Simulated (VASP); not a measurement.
Wanted: the native input for a VASP 6.6.1 run.

- Task: single point
- Functional: LDA
- Potentials or basis: VASP PAW LDA potentials, release 64 (Hg)
- Cutoff: 520 eV
- k mesh: 12 × 12 × 12
- Occupations: fermi-dirac, width 0.03 eV
- Spin: no spin polarisation
- Dipole correction: no
- Further INCAR settings: ALGO = Normal; EDIFF = 1e-06; NBANDS = 12

The structure of Hg lies in POSCAR:

```
Hg
1.0
    1.7461645364      1.0186362309      2.2476440834
   -1.7138363742      1.0013362263      2.2303440789
    0.0011818377     -1.9864624571      2.2240118377
Hg
1
Direct
    0.0000000000      0.0000000000      0.0000000000
```

This cell differs from its parent crystal: equal xy, yz and zx shear strains of +1 %.

The input as run:

INCAR

```
PREC     = Accurate       # precision mode
ENCUT    = 520            # plane-wave cutoff, eV
EDIFF    = 1E-6           # SCF threshold, eV
ISMEAR   = -1             # smearing method
SIGMA    = 0.03           # smearing width, eV
LREAL    = False          # projectors in reciprocal space
LASPH    = True           # aspherical terms in the spheres
NELM     = 60             # most SCF steps
ALGO     = Normal         # electronic algorithm
ISIF     = 2              # what is computed and relaxed
LWAVE    = False          # write WAVECAR
LCHARG   = True           # write CHGCAR
GGA      = CA             # functional
LELF     = True           # ELF
LVHAR    = True         
NBANDS   = 12             # bands
```

KPOINTS

```
Automatic mesh
0
Gamma
  12 12 12
```

Potentials or basis: VASP PAW LDA potentials, release 64 (Hg).

The run is started by

```sh
$ cat potpaw_LDA.64/Hg/POTCAR > POTCAR
$ mpirun -np 1 vasp_std > vasp.out
```

Results of the run:

The pressure is -1.1 GPa. The band gap on the k mesh is zero (bands 6 and 7 overlap by 3.37 eV).

Caveat: the cell differs from its parent crystal (equal xy, yz and zx shear strains of +1 %); spin-orbit coupling is left out, which moves the levels of the heavy elements.

It took 50 s on 1 thread of Intel(R) Xeon(R) 6975P-C (Granite Rapids), with other jobs on the host, peak memory 0.32 GiB.
